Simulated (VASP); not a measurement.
## Sb: relaxation of volume and atoms at fixed shape with PBEsol

The system is Sb.

```
Sb
1.0
    -1.57654    1.57654    2.71194
     1.57654   -1.57654    2.71194
     1.57654    1.57654   -2.71194
Sb
1
Direct
  0.00000 0.00000 0.00000
```

```yaml
Program: VASP 6.6.1
Task: relaxation of volume and atoms at fixed shape
Functional: PBEsol
Potentials_or_basis: VASP PAW PBE potentials, release 64 (Sb)
Cutoff: 600 eV
k_mesh: 15 × 15 × 18
Occupations: gaussian, width 0.05 eV
Spin: no spin polarisation
Dipole_correction: no
Further_INCAR_settings: ALGO = Normal; EDIFF = 1e-06; IBRION = 2; EDIFFG = -0.03; NSW = 80; ISIF = 8
```

```json
{
 "Relaxed volume": "26.46 Å³/atom",
 "Relaxed cell": "a = 3.489 Å, b = 3.489 Å, c = 3.489 Å, α = 126.63°, β = 126.63°, γ = 78.85°",
 "Space group after relaxing (to 0.1 Å)": "I4/mmm (No. 139)",
 "Energy gained by relaxing": "1.9 meV/atom",
 "Ionic steps": "3",
 "Pressure after relaxing": "0.0 GPa",
 "Band gap on the k mesh": "zero (an odd number of electrons rules out a gap without spin polarisation)"
}
```

Stress tensor (GPa, compression positive):
```
 0.16  0.00  0.00
 0.00  0.16  0.00
 0.00  0.00 -0.30
```

The path:
| step | energy change (eV) | largest force (eV/Å) | pressure (GPa) | volume (Å³) |
| --- | --- | --- | --- | --- |
| 1 | 0.0000 | 0.0000 | -1.21 | 26.96 |
| 2 | -0.0013 | 0.0000 | 0.73 | 26.18 |
| 3 | -0.0019 | 0.0000 | 0.01 | 26.46 |

Final structure:
```yaml
crystal:
  lattice:
    - [-1.56666, 1.56666, 2.69494]
    - [1.56666, -1.56666, 2.69494]
    - [1.56666, 1.56666, -2.69494]
  atoms:
    - { symbol: Sb, position: [0.00000, 0.00000, 0.00000] }
```

Levels at points of the mesh, in eV from the Fermi level:
```
           k point  band 1  band 2  band 3  band 4  band 5  band 6
(0.00, 0.00, 0.00)  -13.10    4.79    5.57    5.57    9.49   10.67
(0.00, 0.00, 0.50)   -6.61   -4.48   -1.02    0.60    3.45    4.36
```

Run time: 5.8 min on 1 thread of Intel Xeon 8259CL, on a shared host, peak memory 0.36 GiB.

Caveat: the PAW data sets were made with another functional, which shifts forces and pressure a little; spin-orbit coupling is left out, which moves the levels of the heavy elements; an odd number of electrons without spin polarisation forces a metal; a magnetic or distorted state may lie lower.
